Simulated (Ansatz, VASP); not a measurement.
# Si2Ge2Ir in VASP and in Ansatz

```
Si Ge Ir
1.0
     3.63499    0.00000    0.00000
    -1.81749    3.14799    0.00000
     0.00000    0.00000    8.21172
Si Ge Ir
2 2 1
Direct
  0.00000 0.00000 0.15894
  0.00000 0.00000 0.84106
  0.66667 0.33333 0.33715
  0.66667 0.33333 0.66285
  0.33333 0.66667 0.00000
```

Alike in both runs: functional PBE; k mesh 5 × 5 × 2; occupations gaussian, width 0.2 eV; no spin polarisation.

Ansatz relaxed the structure, and its values are those at the end. VASP's run is a single point on that final structure, the one shown.

|  | VASP | Ansatz |
| --- | --- | --- |
| version | VASP 6.6.1 | Ansatz 0.2.0 |
| potentials or method | VASP PAW PBE potentials, release 64 (Si, Ge_d, Ir), cutoff 500 eV | scalar-relativistic, plane waves, PAW |
| valence electrons in the cell | 45 | 53 |

|  | VASP | Ansatz | Ansatz less VASP |
| --- | --- | --- | --- |
| gap on the k mesh at the Fermi level (eV) | none | none | - |
| pressure (GPa) | 0.2 | 0.2 | -0.05 |
| rms of the force components (eV/Å) | 0.011 | 0.003 | -0.0081 |

A gap of «none» marks a metal or a gap that the smearing closes. With one functional, cell and mesh, what is left measures potentials, basis and numerics. VASP's potentials hold 45 valence electrons a cell and Ansatz's 53, so a difference there can come from the potentials and not from the codes.

The k mesh is coarse, so the values compare programs but aren't converged. Neither program's run includes spin-orbit coupling.
